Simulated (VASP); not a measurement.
Li2O: single point with PBEsol

Li2O:

```
Li O
1.0
     2.23468    2.23468    0.00000
    -2.23468    2.23468    0.00000
     0.00000    2.23468    2.23468
Li O
2 1
Cartesian
  -1.1173 3.3520 1.1173
  1.1173 3.3520 1.1173
  0.0000 0.0000 0.0000
```

* Program: VASP 6.6.1
* Task: single point
* Functional: PBEsol
* Potentials or basis: VASP PAW PBE potentials, release 64 (Li_sv, O)
* Cutoff: 750 eV
* k mesh: 8 × 8 × 8
* Occupations: gaussian, width 0.01 eV
* Spin: no spin polarisation
* Dipole correction: no
* Further INCAR settings: ALGO = Normal; EDIFF = 1e-06; NBANDS = 13

```yaml
Pressure: 7.3 GPa
Band_gap_on_the_k_mesh: 5.00 eV (least direct gap 5.92 eV)
```

Levels at points of the mesh, in eV from the valence-band top:
| k point | band 4 | band 5 | band 6 | band 7 | band 8 | band 9 |
| --- | --- | --- | --- | --- | --- | --- |
| (0.00, 0.00, 0.00) | 0.00 | 0.00 | 0.00 | 5.92 | 12.35 | 12.35 |
| (0.50, 0.00, 0.00) | -3.06 | -0.51 | -0.51 | 9.74 | 10.74 | 12.46 |
| (0.50, 0.50, 0.00) | -1.69 | -1.58 | -1.58 | 5.00 | 14.35 | 14.35 |

It took 11 s on 1 thread of AMD EPYC 7R43 64-Core Processor (Zen 3), with other jobs on the host, peak memory 0.12 GiB.

Caveat: the cell stands under pressure; the PAW data sets were made with another functional, which shifts forces and pressure a little. A k mesh can miss the band edges.
